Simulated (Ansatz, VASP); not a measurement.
Ba: VASP beside Ansatz

Contents of INCAR:

```
ALGO = Normal ; EDIFF = 1E-6
ENCUT = 520 ; GGA = PE
ISIF = 2 ; ISMEAR = -1
LASPH = True ; LCHARG = False
LREAL = False ; LWAVE = False
NBANDS = 28 ; NELM = 60
PREC = Accurate ; SIGMA = 0.08
```

KPOINTS

```
k-points
0
Gamma
  8 8 2
```

POSCAR

```
Ba
1.0
    4.0848309706      0.0000000000      0.0000000000
   -2.0424154853      3.5375673907      0.0000000000
    0.0000000000      0.0000000000     13.2862274234
Ba
4
Direct
    0.0000000000      0.0000000000      0.0000000000
    0.0000000000      0.0000000000      0.5000000000
    0.3333333333      0.6666666667      0.2500000000
    0.6666666667      0.3333333333      0.7500000000
```

Input for Ansatz:

```yaml
crystal:
  lattice:
    - [4.0848309706, 0.0, 0.0]
    - [-2.0424154853, 3.5375673907, 0.0]
    - [0.0, 0.0, 13.2862274234]
  atoms:
    - { symbol: Ba, position: [0.0, 0.0, 0.0] }
    - { symbol: Ba, position: [0.0, 0.0, 0.5] }
    - { symbol: Ba, position: [0.3333333333, 0.6666666667, 0.25] }
    - { symbol: Ba, position: [0.6666666667, 0.3333333333, 0.75] }
kpoints:
  mp_grid: { grid: [8, 8, 2] }
scf:
  occupations: { method: fermi_dirac, width: 0.08 }
hamiltonian:
  xc: pbe
  pseudopotentials: { kind: paw }
output:
  forces: true
  stress: true
  eigenvalues: true
  populations: true
```

Change from the starting cell: volume scaled by 0.75, PAW files.

Alike in both runs: task single point; functional PBE; k mesh 8 × 8 × 2; occupations fermi-dirac, width 0.08 eV; no spin polarisation.

|  | VASP | Ansatz |
| --- | --- | --- |
| version | VASP 6.6.1 | Ansatz 0.2.0 |
| potentials or method | VASP PAW PBE potentials, release 64 (Ba_sv) | PAW with Ansatz's default frozen-core files, scalar-relativistic |
| plane-wave cutoff (eV) | 520 | 420 |
| valence electrons in the cell | 40 | 40 |

```tsv
	VASP	Ansatz	Ansatz less VASP
pressure (GPa)	3.5	3.3	-0.22
traceless stress, the component that is largest in VASP (GPa)	-0.09	-0.10	-0.008
```

Neither program's run includes spin-orbit coupling.
